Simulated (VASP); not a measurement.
# MgCdSe: single point with PBE

The system is MgCdSe.

```
CELL_PARAMETERS angstrom
4.22845 0.00000 0.00000
-2.11423 3.66195 0.00000
0.00000 0.00000 4.22401
ATOMIC_POSITIONS crystal
Mg 0.66667 0.33333 0.50000
Cd 0.33333 0.66667 0.00000
Se 0.00000 0.00000 0.00000
```

```yaml
Program: VASP 6.6.1
Task: single point
Functional: PBE
Potentials_or_basis: VASP PAW PBE potentials, release 64 (Mg, Cd, Se)
Cutoff: 520 eV
k_mesh: 6 × 6 × 4
Occupations: gaussian, width 0.1 eV
Spin: no spin polarisation
```

* Pressure: 14.8 GPa
* Band gap on the k mesh: zero (band 10 reaches 5.98 eV, above the bottom of band 11 at 3.56 eV)

Stress tensor (GPa, compression positive):
```
20.73  0.00  0.00
 0.00 20.73  0.00
 0.00  0.00  3.08
```

Levels at points of the mesh, in eV from the Fermi level:
| k point | band 7 | band 8 | band 9 | band 10 | band 11 | band 12 | band 13 | band 14 |
| --- | --- | --- | --- | --- | --- | --- | --- | --- |
| (0.00, 0.00, 0.00) | -3.91 | -3.35 | -2.68 | -2.68 | 1.89 | 2.25 | 2.25 | 4.81 |
| (0.50, 0.00, 0.00) | -7.51 | -4.55 | -2.69 | -1.30 | 2.01 | 2.37 | 2.56 | 5.37 |
| (0.00, 0.00, 0.50) | -6.49 | -2.45 | -2.45 | -1.29 | 1.34 | 3.40 | 3.40 | 4.87 |
| (0.50, 0.00, 0.50) | -6.74 | -4.46 | -4.26 | -2.14 | 0.36 | 1.96 | 3.32 | 5.62 |

Run time: 14 s on 1 thread of Intel Xeon 6975P-C, with other jobs on the host, peak memory 0.19 GiB.

Caveat: the k points lie up to 0.37 Å⁻¹ apart.
